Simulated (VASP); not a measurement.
Set up this calculation in VASP 6.6.1, as the native input.

```yaml
Task: single point
Functional: r2SCAN
Potentials_or_basis: VASP PAW PBE potentials, release 64 (Cs_sv)
Cutoff: 520 eV
k_mesh: 6 × 6 × 2
Occupations: gaussian, width 0.15 eV
Spin: no spin polarisation
Dipole_correction: no
Further_INCAR_settings: ALGO = Normal; EDIFF = 1e-06; NBANDS = 16
```

Cs:

```
Cs
1.0
     5.47651    0.00000    0.00000
    -2.73826    4.74280    0.00000
     0.00000    0.00000    9.56458
Cs
2
Direct
  0.33333 0.66667 0.25000
  0.66667 0.33333 0.75000
```

This isn't the form of Cs at room conditions, which is bcc.

This cell differs from its parent crystal: ratio of the length along z to the lengths across it x 1.05, volume and fractional coordinates fixed.

These files were run (other wordings do the same):

POSCAR

```
Cs
1.0
    5.4765112217      0.0000000000      0.0000000000
   -2.7382556109      4.7427978421      0.0000000000
    0.0000000000      0.0000000000      9.5645786635
Cs
2
Direct
    0.3333333333      0.6666666667      0.2500000000
    0.6666666667      0.3333333333      0.7500000000
```

INCAR.step1

```
SYSTEM = Cs
ALGO = Normal
EDIFF = 1E-4
ENCUT = 520
GGA = PE
ISMEAR = 0
LASPH = .True.
LCHARG = .False.
LREAL = .False.
LWAVE = .True.
NBANDS = 16
NELM = 100
PREC = Accurate
SIGMA = 0.15
```

INCAR.step2

```
SYSTEM = Cs
ALGO = Normal
EDIFF = 1E-6
ENCUT = 520
ISIF = 2
ISMEAR = 0
ISTART = 1
LASPH = .True.
LCHARG = .False.
LMIXTAU = .True.
LREAL = .False.
LWAVE = .False.
METAGGA = R2SCAN
NBANDS = 16
NELM = 100
PREC = Accurate
SIGMA = 0.15
```

KPOINTS

```
k-points
0
Gamma
  6 6 2
  0 0 0
```

Potentials or basis: VASP PAW PBE potentials, release 64 (Cs_sv).

Command:

```console
$ cat potpaw_PBE.64/Cs_sv/POTCAR > POTCAR
$ cp INCAR.step1 INCAR
$ mpirun -np 1 vasp_std > vasp.out
$ cp INCAR.step2 INCAR
$ mpirun -np 1 vasp_std > vasp.out
```

Results of the run:

The pressure is 0.0 GPa and the band gap on the k mesh is zero (bands 9 and 10 overlap by 1.97 eV).

Caveat: the PAW data sets were made with another functional, which shifts forces and pressure a little; spin-orbit coupling is left out, which moves the levels of the heavy elements.

It took 2.6 min on 1 thread of Intel(R) Xeon(R) 6975P-C (Granite Rapids), with other jobs on the host, peak memory 0.4 GiB.
